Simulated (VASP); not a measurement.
Set up this calculation in VASP 6.6.1, as the native input.

```
Task                   : single point
Functional             : PBE
Potentials or basis    : VASP PAW PBE potentials, release 64 (Rh_pv)
Cutoff                 : 520 eV
k mesh                 : 20 × 20 × 20
Occupations            : gaussian, width 0.15 eV
Spin                   : no spin polarisation
Dipole correction      : no
Further INCAR settings : ALGO = Fast; EDIFF = 1e-06; NBANDS = 14
```

The structure of Rh lies in POSCAR:

```
Rh
1.0
   -0.2872578633      1.9405226193      1.9150524221
    1.9405226193     -0.2872578633      1.9150524221
    1.6532647560      1.6532647560      0.0000000000
Rh
1
Direct
    0.0000000000      0.0000000000      0.0000000000
```

The input as run:

INCAR

```
ALGO = Fast ; EDIFF = 1E-6
ENCUT = 520 ; GGA = PE
ISIF = 2 ; ISMEAR = 0
LASPH = True ; LCHARG = False
LREAL = False ; LWAVE = False
NBANDS = 14 ; NELM = 100
PREC = Accurate ; SIGMA = 0.15
```

KPOINTS

```
k-points
0
Gamma
  20 20 20
```

Potentials or basis: VASP PAW PBE potentials, release 64 (Rh_pv).

Command:

```bash
$ cat potpaw_PBE.64/Rh_pv/POTCAR > POTCAR
$ mpirun -np 1 vasp_std > vasp.out
```

It gave:

- Pressure: 21.5 GPa

Run time: 4.3 min on 1 thread of AMD EPYC 7R43 64-Core Processor (Zen 3), with other jobs on the host, peak memory 0.26 GiB.
